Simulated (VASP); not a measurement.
Write the native input for VASP 6.6.1 that does the following.

```yaml
Task: single point
Functional: r2SCAN
Potentials_or_basis: VASP PAW PBE potentials, release 64 (W_sv, Si)
Cutoff: 520 eV
k_mesh: 12 × 12 × 12
Occupations: fermi-dirac, width 0.05 eV
Spin: no spin polarisation
Dipole_correction: no
Further_INCAR_settings: ALGO = Normal; EDIFF = 1e-06; NBANDS = 18
```

Si2W:

```
W Si
1.0
    -1.60690    1.60690    3.91495
     1.60690   -1.60690    3.91495
     1.60690    1.60690   -3.91495
W Si
1 2
Direct
  0.00000 0.00000 0.00000
  0.66530 0.66530 0.00000
  0.33470 0.33470 0.00000
```

One way to write it, as run:

POSCAR

```
Si2W
1.0
   -1.6069000000      1.6069000000      3.9149500000
    1.6069000000     -1.6069000000      3.9149500000
    1.6069000000      1.6069000000     -3.9149500000
W Si
1 2
Direct
    0.0000000000      0.0000000000      0.0000000000
    0.6653000000      0.6653000000      0.0000000000
    0.3347000000      0.3347000000      0.0000000000
```

INCAR.step1

```
SYSTEM = Si2W
PREC = Accurate
ENCUT = 520
ISMEAR = -1
SIGMA = 0.05
LREAL = .False.
LASPH = .True.
NELM = 80
NBANDS = 18
GGA = PE
ALGO = Normal
EDIFF = 1E-4
LWAVE = .True.
LCHARG = .False.
```

INCAR.step2

```
SYSTEM = Si2W
PREC = Accurate
ENCUT = 520
EDIFF = 1E-6
ISMEAR = -1
SIGMA = 0.05
LREAL = .False.
LASPH = .True.
NELM = 80
ALGO = Normal
ISIF = 2
LWAVE = .False.
LCHARG = .True.
METAGGA = R2SCAN
LMIXTAU = .True.
LELF = .True.
LVHAR = .True.
NBANDS = 18
ISTART = 1
```

KPOINTS

```
Automatic mesh
0
Gamma
  12 12 12
  0 0 0
```

Potentials or basis: VASP PAW PBE potentials, release 64 (W_sv, Si).

Run with:

```sh
$ cat potpaw_PBE.64/W_sv/POTCAR potpaw_PBE.64/Si/POTCAR > POTCAR
$ cp INCAR.step1 INCAR
$ mpirun -np 1 vasp_std > vasp.out
$ cp INCAR.step2 INCAR
$ mpirun -np 1 vasp_std > vasp.out
```

It gave:

The pressure is -0.9 GPa. The largest force is 0.012 eV/Å and the band gap on the k mesh is zero (bands 11 and 12 overlap by 1.34 eV).

Caveat: the PAW data sets were made with another functional, which shifts forces and pressure a little; spin-orbit coupling is left out, which moves the levels of the heavy elements.

Run time: 9.3 min on 1 thread of Intel(R) Xeon(R) Platinum 8375C CPU @ 2.90GHz (Ice Lake), with other jobs on the host, peak memory 0.29 GiB.
